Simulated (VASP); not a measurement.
Set up this calculation in VASP 6.6.1, as the native input.

* Task: single point
* Functional: PBE
* Potentials or basis: VASP PAW PBE potentials, release 64 (Co, O)
* Cutoff: 520 eV
* k mesh: 10 × 10 × 10
* Occupations: fermi-dirac, width 0.05 eV
* Spin: collinear spin, ferromagnetic start
* Starting moments: [1.0, 0.0] μB
* Fixed moment: 1 μB
* Dipole correction: no
* Further INCAR settings: ALGO = Normal; EDIFF = 1e-07; NBANDS = 18

The structure of CoO lies in POSCAR:

```
CoO
1.0
   -1.5080004400      1.5080004400      2.1072503600
    1.5080004400     -1.5080004400      2.1072503600
    1.5080004400      1.5080004400     -2.1072503600
Co O
1 1
Direct
    0.0000000000      0.0000000000      0.0000000000
    0.5000000000      0.5000000000      0.0000000000
```

These files were run (other wordings do the same):

INCAR

```
SYSTEM = CoO
ALGO = Normal ; EDIFF = 1E-7
ENCUT = 520 ; GGA = PE
ISIF = 2 ; ISMEAR = -1
ISPIN = 2 ; LASPH = .TRUE.
LCHARG = .TRUE. ; LELF = .TRUE.
LMAXMIX = 4 ; LORBIT = 11
LREAL = .FALSE. ; LVHAR = .TRUE.
LWAVE = .FALSE. ; MAGMOM = 1 0
NBANDS = 18 ; NELM = 150
NUPDOWN = 1.0 ; PREC = Accurate
SIGMA = 0.05
```

KPOINTS

```
k-points
0
G
  10 10 10
  0 0 0
```

Potentials or basis: VASP PAW PBE potentials, release 64 (Co, O).

Command:

```console
$ cat potpaw_PBE.64/Co/POTCAR potpaw_PBE.64/O/POTCAR > POTCAR
$ mpirun -np 1 vasp_std > vasp.out
```

Results of the run:

The pressure is -14.0 GPa. The net moment is 1.00 μB per cell and the site moments are Co +1.02; O -0.03 μB. The valence electrons inside the program's atomic spheres are Co 7.90; O 4.93.

Caveat: the total moment is fixed, so each spin has its own Fermi level; a cell with one magnetic atom can't hold antiferromagnetic order, which such compounds often take.

It took 99 s on 1 thread of Intel(R) Xeon(R) Platinum 8259CL CPU @ 2.50GHz (Skylake/Cascade Lake), with other jobs on the host, peak memory 0.18 GiB.
